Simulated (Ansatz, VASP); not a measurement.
One calculation of Si3N4, two programs

```xyz
14
Lattice="7.6170 0.0000 0.0000 -3.8085 6.5965 0.0000 0.0000 0.0000 2.9134" Properties=species:S:1:pos:R:3 pbc="T T T"
Si   -1.5990    5.0657    0.7284
Si    2.4304    1.1481    2.1851
Si    0.2209    2.6789    0.7284
Si    5.4075    1.5308    2.1851
Si    1.3781    5.4484    0.7284
Si    3.5876    3.9176    2.1851
N     0.0000    4.3977    0.7284
N     3.8085    2.1988    2.1851
N     2.3977    0.1979    0.7284
N     1.0275    2.1755    2.1851
N     6.2467    1.9776    0.7284
N     1.4108    6.3986    2.1851
N     2.7810    4.4211    0.7284
N    -2.4382    4.6190    2.1851
```

Alike in both runs: functional PBE; k mesh 4 × 4 × 9; occupations fermi-dirac, width 0.02 eV; no spin polarisation.

Ansatz relaxed the structure, and its values are those at the end. VASP's run is a single point on that final structure, the one shown.

```csv
,VASP,Ansatz
version,VASP 6.6.1,Ansatz 0.2.0
potentials or method,"VASP PAW PBE potentials, release 64 (Si, N)","plane-wave PAW, scalar-relativistic"
plane-wave cutoff (eV),520,420
valence electrons in the cell,64,64
```

VASP gave:

```
gap on the k mesh at the Fermi level (eV) : 4.31
pressure (GPa)                            : 3.7
```

Question: Estimate Ansatz's values.

Answer: gap on the k mesh at the Fermi level (eV): 4.32; pressure (GPa): 4.0.

Ansatz's warnings: stress scf threshold loose.
